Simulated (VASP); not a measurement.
# Fe (P6_3/mmc) in VASP: notebook

Runs on Fe. Level: revPBE. Tasks: single point, relaxation of cell and atoms.

All numbers are computed with VASP 6.6.1; they aren't measurements. Logs are shortened: lines on timing, memory, paths and dates and some standing lists are left out, and cuts for length are marked.

## 1. The cell of the first run

It takes space group P6_3/mmc (No. 194, hexagonal). The conventional cell has a = 2.441 Å, b = 2.441 Å, c = 3.860 Å, α = 90.00°, β = 90.00°, γ = 120.00°. Within 3.2 Å of Fe (site symmetry -6m2) lie 12 Fe at 2.39 to 2.44 Å.

This isn't the form of Fe at room conditions, which is bcc.

## 2. Single point, revPBE (9.95 Å³/atom)

Contents of INCAR:

```
SYSTEM = Fe
PREC = Accurate
ENCUT = 600
EDIFF = 1E-6
ISMEAR = -1
SIGMA = 0.1
LREAL = .False.
LASPH = .True.
NELM = 120
ALGO = Normal
ISIF = 2
LWAVE = .False.
LCHARG = .False.
GGA = RE
NBANDS = 15
GGA_COMPAT = .False.
```

Contents of KPOINTS:

```
Automatic mesh
0
Gamma
  16 16 9
  0 0 0
```

Contents of POSCAR:

```
Fe
1.0
    2.4405414480      0.0000000000      0.0000000000
   -1.2202707240      2.1135708929      0.0000000000
    0.0000000000      0.0000000000      3.8596854858
Fe
2
Direct
    0.3333333333      0.6666666667      0.2500000000
    0.6666666667      0.3333333333      0.7500000000
```

Potentials or basis: VASP PAW PBE potentials, release 64 (Fe).

Started as:

```
> cat potpaw_PBE.64/Fe/POTCAR > POTCAR
> mpirun -np 1 vasp_std > vasp.out
```

OUTCAR:

```text
SYSTEM = Fe
   PREC = Accurate
   ENCUT = 600
   EDIFF = 1E-6
   ISMEAR = -1
   LREAL = .False.
   LASPH = .True.
   NELM = 120
   ISIF = 2
   GGA = RE

 ion  position               nearest neighbor table
   1  0.333  0.667  0.250-   2 2.39   2 2.39   2 2.39   2 2.39   2 2.39   2 2.39
   2  0.667  0.333  0.750-   1 2.39   1 2.39   1 2.39   1 2.39   1 2.39   1 2.39

  LATTYP: Found a hexagonal cell.
 ALAT       =     2.4405414480
 C/A-ratio  =     1.5814873740

  Lattice vectors:

 A1 = (   2.4405414480,   0.0000000000,   0.0000000000)
 A2 = (  -1.2202707240,   2.1135708929,   0.0000000000)
 A3 = (   0.0000000000,   0.0000000000,   3.8596854858)

Analysis of symmetry for initial positions (statically):
=====================================================================
 Subroutine PRICEL returns:
 Original cell was already a primitive cell.

 Routine SETGRP: Setting up the symmetry group for a
 hexagonal supercell.

 Subroutine GETGRP returns: Found 24 space group operations
 (whereof 12 operations were pure point group operations)
 out of a pool of 24 trial point group operations.

The static configuration has the point symmetry D_3d.
 The point group associated with its full space group is D_6h.

Analysis of symmetry for dynamics (positions and initial velocities):
=====================================================================
 Subroutine PRICEL returns:
 Original cell was already a primitive cell.

 Routine SETGRP: Setting up the symmetry group for a
 hexagonal supercell.

 Subroutine GETGRP returns: Found 24 space group operations
 (whereof 12 operations were pure point group operations)
 out of a pool of 24 trial point group operations.

The dynamic configuration has the point symmetry D_3d.
 The point group associated with its full space group is D_6h.

 Subroutine INISYM returns: Found 24 space group operations
 (whereof 12 operations are pure point group operations),
 and found     1 'primitive' translations

----------------------------------------------------------------------------------------

                                     Primitive cell

  volume of cell :      19.9093

  direct lattice vectors                    reciprocal lattice vectors
     2.440541448  0.000000000  0.000000000     0.409745141  0.236566468  0.000000000
    -1.220270724  2.113570893  0.000000000     0.000000000  0.473132935  0.000000000
     0.000000000  0.000000000  3.859685486     0.000000000  0.000000000  0.259088468

  length of vectors
     2.440541448  2.440541448  3.859685486     0.473132935  0.473132935  0.259088468

  position of ions in fractional coordinates (direct lattice)
     0.333333333  0.666666667  0.250000000
     0.666666667  0.333333333  0.750000000

  ion indices of the primitive-cell ions
   primitive index   ion index
                 1           1
                 2           2

----------------------------------------------------------------------------------------

 KPOINTS: Automatic mesh

Automatic generation of k-mesh.
 Grid dimensions read from file:
 generate k-points for:   16   16    9

 Generating k-lattice:

  Cartesian coordinates                     Fractional coordinates (reciprocal lattice)
     0.025609071  0.014785404  0.000000000     0.062500000 -0.000000000  0.000000000
     0.000000000  0.029570808  0.000000000     0.000000000  0.062500000  0.000000000
     0.000000000  0.000000000  0.028787608     0.000000000  0.000000000  0.111111111

  Length of vectors
     0.029570808  0.029570808  0.028787608

  Shift w.r.t. Gamma in fractional coordinates (k-lattice)
     0.000000000  0.000000000  0.000000000

 Subroutine IBZKPT returns following result:
 ===========================================

 Found    150 irreducible k-points:

 Following reciprocal coordinates:
            Coordinates               Weight
  0.000000  0.000000  0.000000      1.000000
  0.062500  0.000000  0.000000      6.000000
  0.125000  0.000000  0.000000      6.000000
  0.187500  0.000000  0.000000      6.000000
  0.250000  0.000000  0.000000      6.000000
  0.312500  0.000000  0.000000      6.000000
[... 16 lines left out ...]
  0.187500  0.187500  0.000000      6.000000
  0.250000  0.187500  0.000000     12.000000
 [... further k-points ...]
   k-points           NKPTS =    150   k-points in BZ     NKDIM =    150   number of bands    NBANDS=     15
   number of dos      NEDOS =    301   number of ions     NIONS =      2
   total plane-waves  NPLWV =  12800
   dimension x,y,z NGX =    20 NGY =   20 NGZ =   32
   dimension x,y,z NGXF=    40 NGYF=   40 NGZF=   64
   ions per type =               2
   NGX,Y,Z   is equivalent  to a cutoff of  13.62, 13.62, 13.78 a.u.
   NGXF,Y,Z  is equivalent  to a cutoff of  27.25, 27.25, 27.57 a.u.
 SYSTEM =  Fe
   PREC   = accura    normal or accurate (medium, high low for compatibility)
   ISTART =      0    job   : 0-new  1-cont  2-samecut
   ICHARG =      2    charge: 1-file 2-atom 10-const
[... 34 lines left out ...]
   IVDW    =     0    specifies the selected vdW correction
   LEPSILON=     F    determine dielectric tensor
   LRPA    =     F    only Hartree local field effects (RPA)
 non-spin polarized calculation
  energy-cutoff  :      600.00
  volume of cell :       19.91
 maximum number of plane-waves:       689
 NGX is ok and might be reduce to    20
   NGX =  9   NGY =  9   NGZ = 15

 number of electron      15.9999993 magnetization

 Free energy of the ion-electron system (eV)
  ---------------------------------------------------
  ext. energy  EPLUGINS =         0.00000000
  ---------------------------------------------------
  free energy    TOTEN  =       -15.43416889 eV

  energy without entropy =      -15.35210277  energy(sigma->0) =      -15.39313583

 E-fermi :   7.2568     XC(G=0): -13.8717

 val. band max:        7.2551301431   @ k =   0.3125   0.0000   0.0000
 cond. band min:       7.2704900466   @ k =   0.1250   0.0625   0.3333
 fundamental gap:      0.0153599035
 Fermi energy:         7.2567824502

 k-point     1 :       0.0000    0.0000    0.0000
  band No.  band energies     occupation
      1      -1.7879      2.00000
      2       2.1952      2.00000
      3       5.5574      2.00000
      4       5.5574      2.00000
      5       5.6888      2.00000
      6       6.0388      1.99999
      7       6.0388      1.99999
      8       6.3917      1.99965
      9       6.3917      1.99965
     10       7.7993      0.00877
     11       7.9934      0.00126
     12       7.9934      0.00126
     13      16.2775      0.00000
     14      29.3163      0.00000
     15      33.0659      0.00000

 k-point     2 :       0.0625    0.0000    0.0000
  band No.  band energies     occupation
      1      -1.6397      2.00000
      2       2.2923      2.00000
      3       5.3511      2.00000
      4       5.6417      2.00000
      5       5.8611      2.00000
      6       5.9970      1.99999
      7       6.1126      1.99998
      8       6.2820      1.99988
      9       6.3333      1.99980
     10       6.8960      1.94721
     11       8.0219      0.00095
     12       9.0897      0.00000
     13      16.2843      0.00000
     14      28.7612      0.00000
     15      31.4466      0.00000

 k-point     3 :       0.1250    0.0000    0.0000
  band No.  band energies     occupation
      1      -1.2054      2.00000
      2       2.5566      2.00000
      3       5.0452      2.00000
      4       5.6800      2.00000
      5       5.8552      2.00000
      6       5.8871      2.00000
      7       6.1286      1.99997
      8       6.1782      1.99996
      9       6.3261      1.99982
     10       6.4467      1.99939
     11       8.0916      0.00047
     12      10.3951      0.00000
     13      16.3101      0.00000
     14      26.7881      0.00000
     15      30.2565      0.00000
[... 343 lines left out ...]
 k-point    23 :       0.1875    0.1875    0.0000
  band No.  band energies     occupation
      1       1.5775      2.00000
      2       3.5586      2.00000
      3       3.6998      2.00000
      4       3.9363      2.00000
      5       5.2487      2.00000
      6       5.7547      2.00000
      7       6.0576      1.99999
      8       6.8592      1.96315
      9       7.5499      0.10123
     10       8.1586      0.00024
     11       8.2105      0.00014
     12      15.2363      0.00000
     13      16.7746      0.00000
     14      20.2813      0.00000
     15      21.1482      0.00000

 k-point    24 :       0.2500    0.1875    0.0000
  band No.  band energies     occupation
      1       2.4073      2.00000
      2       3.3974      2.00000
      3       3.4965      2.00000
      4       3.9193      2.00000
      5       5.1225      2.00000
      6       5.8666      2.00000
      7       5.9362      2.00000
      8       7.1435      1.51278
      9       7.9515      0.00192
     10       8.2084      0.00015
     11       8.9231      0.00000
     12      16.6085      0.00000
     13      16.7268      0.00000
     14      18.6485      0.00000
     15      20.1426      0.00000

 [... further k-points ...]

------------------------ aborting loop because EDIFF is reached ----------------------------------------

  FORCE on cell =-STRESS in cart. coord.  units (eV):
  Direction    XX          YY          ZZ          XY          YZ          ZX
  --------------------------------------------------------------------------------------
  -------------------------------------------------------------------------------------
  Total        1.4123652      1.4123652      1.4479476      0.0000000      0.0000000      0.0000000
  in kB      113.6586915    113.6586915    116.5221513      0.0000000      0.0000000      0.0000000
  external PRESSURE =     114.6131781 kB  Pullay stress =       0.0000000 kB

 VOLUME and BASIS-vectors are now :
 -----------------------------------------------------------------------------
  energy-cutoff  :      600.00
  volume of cell :       19.91
      direct lattice vectors                 reciprocal lattice vectors
     2.440541448  0.000000000  0.000000000     0.409745141  0.236566468  0.000000000
    -1.220270724  2.113570893  0.000000000     0.000000000  0.473132935  0.000000000
     0.000000000  0.000000000  3.859685486     0.000000000  0.000000000  0.259088468

 POSITION                                       TOTAL-FORCE (eV/Angst)
 -----------------------------------------------------------------------------------
     -0.00000      1.40905      0.96492         0.000000     -0.000000      0.000000
      1.22027      0.70452      2.89476        -0.000000      0.000000      0.000000
 -----------------------------------------------------------------------------------
    total drift:                               -0.000000      0.000000     -0.000000

  FREE ENERGIE OF THE ION-ELECTRON SYSTEM (eV)
  ---------------------------------------------------
  free  energy   TOTEN  =       -15.4341688915 eV

  energy  without entropy=      -15.3521027675  energy(sigma->0) =      -15.39313583
```

It took 27 s on 1 thread of Intel Xeon Platinum 8559C (Emerald Rapids), shared host; peak memory 0.17 GiB.

Results:

| Quantity | Value |
| --- | --- |
| Free energy | -15.4342 eV |
| Pressure | 11.5 GPa |
| Band gap on the k mesh | zero (bands 8 and 9 overlap by 1.94 eV) |

Stress tensor (GPa, compression positive):
```
11.37  0.00  0.00
 0.00 11.37  0.00
 0.00  0.00 11.65
```

Levels at points of the mesh, in eV from the Fermi level:
```tsv
k point	band 5	band 6	band 7	band 8	band 9	band 10	band 11	band 12
(0.00, 0.00, 0.00)	-1.57	-1.22	-1.22	-0.87	-0.87	0.54	0.74	0.74
(0.50, 0.00, 0.00)	-2.01	-1.56	-1.09	0.85	1.08	1.11	2.76	4.97
```

Caveat: the cell stands under pressure; the PAW data sets were made with another functional, which shifts forces and pressure a little; the run has no spin polarisation, though such a crystal can be magnetic. Spin polarisation is off, so any magnetic state and its effect on volume and gap are missing.

## 3. Single point, revPBE (11.20 Å³/atom)

This run uses another cell than the first one, of 11.20 Å³/atom.

Contents of INCAR:

```
ALGO = Normal
EDIFF = 1E-6
ENCUT = 600
GGA = RE
GGA_COMPAT = F
ISIF = 2
ISMEAR = -1
LASPH = T
LCHARG = F
LREAL = F
LWAVE = F
NBANDS = 15
NELM = 120
PREC = Accurate
SIGMA = 0.1
```

Contents of KPOINTS:

```
k-points
0
Gamma
  16 16 9
```

Contents of POSCAR:

```
Fe
1.0
    2.5382653927      0.0000000000      0.0000000000
   -1.2691326964      2.1982023116      0.0000000000
    0.0000000000      0.0000000000      4.0142346706
Fe
2
Direct
    0.3333333333      0.6666666667      0.2500000000
    0.6666666667      0.3333333333      0.7500000000
```

Potentials or basis: VASP PAW PBE potentials, release 64 (Fe).

Started as:

```
> cat potpaw_PBE.64/Fe/POTCAR > POTCAR
> mpirun -np 1 vasp_std > vasp.out
```

Wall time 26 s (1 thread of Intel Xeon Platinum 8559C (Emerald Rapids), shared host); peak memory 0.17 GiB.

Results (log left out):

```yaml
Free_energy: -15.3588 eV
Pressure: -17.9 GPa
Band_gap_on_the_k_mesh: zero (bands 8 and 9 overlap by 1.62 eV)
```

Stress tensor (GPa, compression positive):
```
-17.61   0.00   0.00
  0.00 -17.61   0.00
  0.00   0.00 -18.37
```

Levels at points of the mesh, in eV from the Fermi level:
```
           k point  band 5  band 6  band 7  band 8  band 9  band 10  band 11  band 12
(0.00, 0.00, 0.00)   -1.32   -1.02   -1.02   -0.73   -0.73     0.52     0.62     0.62
(0.50, 0.00, 0.00)   -1.69   -1.33   -0.92    0.71    0.90     0.93     2.39     4.32
```

Caveat: the cell stands under tension; the PAW data sets were made with another functional, which shifts forces and pressure a little; the run has no spin polarisation, though such a crystal can be magnetic. Spin polarisation is off, so any magnetic state and its effect on volume and gap are missing.

## 4. Single point, revPBE (11.61 Å³/atom)

This run uses another cell than the first one, of 11.61 Å³/atom.

Contents of INCAR:

```
SYSTEM = Fe
PREC = Accurate
ENCUT = 600
EDIFF = 1E-6
ISMEAR = -1
SIGMA = 0.1
LREAL = .FALSE.
LASPH = .TRUE.
NELM = 120
ALGO = Normal
ISIF = 2
LWAVE = .FALSE.
LCHARG = .TRUE.
GGA = RE
LELF = .TRUE.
LVHAR = .TRUE.
NBANDS = 15
GGA_COMPAT = .FALSE.
```

Contents of KPOINTS:

```
regular mesh
0
G
  16 16 9
  0 0 0
```

Contents of POSCAR:

```
Fe
1.0
    2.5692228997      0.0000000000      0.0000000000
   -1.2846114499      2.2250122991      0.0000000000
    0.0000000000      0.0000000000      4.0631935770
Fe
2
Direct
    0.3333333333      0.6666666667      0.2500000000
    0.6666666667      0.3333333333      0.7500000000
```

Started as:

```
> cat potpaw_PBE.64/Fe/POTCAR > POTCAR
> mpirun -np 1 vasp_std > vasp.out
```

Wall time 24 s (1 thread of Intel Xeon Platinum 8559C (Emerald Rapids), shared host); peak memory 0.19 GiB.

Results (log left out):

```
Free energy            : -15.2502 eV
Pressure               : -23.9 GPa
Band gap on the k mesh : zero (bands 8 and 9 overlap by 1.53 eV)
```

Stress tensor (GPa, compression positive):
```
-23.58   0.00   0.00
  0.00 -23.58   0.00
  0.00   0.00 -24.57
```

Levels at points of the mesh, in eV from the Fermi level:
```tsv
k point	band 6	band 7	band 8	band 9	band 10	band 11
(0.00, 0.00, 0.00)	-0.97	-0.97	-0.69	-0.69	0.53	0.59
(0.50, 0.00, 0.00)	-1.26	-0.88	0.67	0.86	0.88	2.29
```

Caveat: the cell stands under tension; the PAW data sets were made with another functional, which shifts forces and pressure a little; the run has no spin polarisation, though such a crystal can be magnetic.

## 5. Relaxation of cell and atoms, revPBE

This run uses another cell than the first one, of 11.78 Å³/atom.

Contents of INCAR:

```
SYSTEM = Fe
PREC     = Accurate       ! precision mode
ENCUT    = 600            ! plane-wave cutoff, eV
EDIFF    = 1E-7           ! SCF threshold, eV
ISMEAR   = -1             ! smearing method
SIGMA    = 0.1            ! smearing width, eV
LREAL    = .FALSE.        ! projectors in reciprocal space
LASPH    = .TRUE.         ! aspherical terms in the spheres
NELM     = 120            ! most SCF steps
ALGO     = Normal         ! electronic algorithm
ISIF     = 3              ! what is computed and relaxed
LWAVE    = .FALSE.        ! write WAVECAR
LCHARG   = .FALSE.        ! write CHGCAR
GGA      = RE             ! functional
IBRION   = 2              ! ionic algorithm
NSW      = 80             ! ionic steps
EDIFFG   = -0.01          ! ionic threshold
GGA_COMPAT= .FALSE.      
NELMIN   = 4
```

Contents of KPOINTS:

```
regular mesh
0
G
  14 14 8
  0 0 0
```

Contents of POSCAR:

```
Fe
1.0
    2.5537576109      0.0000000000      0.0000000000
   -1.2768788055      2.2116189662      0.0000000000
    0.0000000000      0.0000000000      4.1702861787
Fe
2
Direct
    0.3333333333      0.6666666667      0.2500000000
    0.6666666667      0.3333333333      0.7500000000
```

Started as:

```
> cat potpaw_PBE.64/Fe/POTCAR > POTCAR
> mpirun -np 1 vasp_std > vasp.out
```

Run time: 1.9 min. Hardware: 1 thread of Intel Xeon Platinum 8559C (Emerald Rapids), shared host; peak memory 0.17 GiB.

Results (log left out):

| Property | Result |
| --- | --- |
| Free energy | -15.4620 eV |
| Relaxed volume | 10.34 Å³/atom |
| Relaxed cell | a = 2.472 Å, b = 2.472 Å, c = 3.908 Å, α = 90.00°, β = 90.00°, γ = 120.00° |
| Space group after relaxing (to 0.1 Å) | P6_3/mmc (No. 194) |
| Energy gained by relaxing | 139.7 meV/atom |
| Ionic steps | 9 |
| Pressure after relaxing | 0.0 GPa |
| Band gap on the k mesh | zero (bands 8 and 9 overlap by 1.79 eV) |

Step by step:
| step | energy change (eV) | largest force (eV/Å) | pressure (GPa) | volume (Å³) |
| --- | --- | --- | --- | --- |
| 1 | 0.0000 | 0.0000 | -25.81 | 23.55 |
| 2 | 0.2341 | 0.0000 | 62.76 | 17.65 |
| 3 | -0.2746 | 0.0000 | -0.76 | 20.75 |
| 4 | -0.2750 | 0.0000 | 0.26 | 20.67 |
| 5 | -0.2750 | 0.0000 | 0.99 | 20.62 |
| 6 | -0.2792 | 0.0000 | 0.58 | 20.65 |
| 7 | -0.2794 | 0.0000 | 0.63 | 20.65 |
| 8 | -0.2793 | 0.0000 | -0.75 | 20.75 |
| 9 | -0.2794 | 0.0000 | 0.03 | 20.69 |

Final structure:
```
Fe
1.0
     2.47238    0.00000    0.00000
    -1.23619    2.14114    0.00000
     0.00000    0.00000    3.90838
Fe
2
Cartesian
  0.0000 1.4274 0.9771
  1.2362 0.7137 2.9313
```

Levels at points of the mesh, in eV from the Fermi level:
```csv
k point,band 5,band 6,band 7,band 8,band 9,band 10,band 11,band 12
"(0.00, 0.00, 0.00)",-1.48,-1.15,-1.15,-0.82,-0.82,0.53,0.70,0.70
"(0.50, 0.00, 0.00)",-1.90,-1.48,-1.03,0.80,1.02,1.05,2.63,4.75
"(0.00, 0.00, 0.50)",-1.72,-1.72,-1.72,-1.72,0.32,0.32,0.32,0.32
"(0.50, 0.00, 0.50)",-0.63,-0.63,0.11,0.11,0.93,0.93,2.45,2.45
```

Caveat: the PAW data sets were made with another functional, which shifts forces and pressure a little; the run has no spin polarisation, though such a crystal can be magnetic. Spin polarisation is off, so any magnetic state and its effect on volume and gap are missing.

## 6. The runs side by side

```tsv
task	cell	k mesh	gap on the mesh (eV)	pressure (GPa)
single point	a = 2.441, b = 2.441, c = 3.860 Å, angles 90.0, 90.0, 120.0°, 2 atoms	16 × 16 × 9	none	11.5
single point	a = 2.538, b = 2.538, c = 4.014 Å, angles 90.0, 90.0, 120.0°, 2 atoms	16 × 16 × 9	none	-17.9
single point	a = 2.569, b = 2.569, c = 4.063 Å, angles 90.0, 90.0, 120.0°, 2 atoms	16 × 16 × 9	none	-23.9
relaxation of cell and atoms	relaxed from a = 2.554, b = 2.554, c = 4.170 Å, angles 90.0, 90.0, 120.0°, 2 atoms	14 × 14 × 8	none	0.0
```

Alike in all rows: level revPBE; potentials or basis VASP PAW PBE potentials, release 64 (Fe); no spin polarisation; cutoff (eV) 600; smearing fermi-dirac 0.1 eV.

Caveats: the PAW data sets were made with another functional, which shifts forces and pressure a little; the run has no spin polarisation, though such a crystal can be magnetic; the cell stands under tension (at least some runs); the cell stands under pressure (at least some runs).

Absolute energies hang on the potentials; compare differences alone.
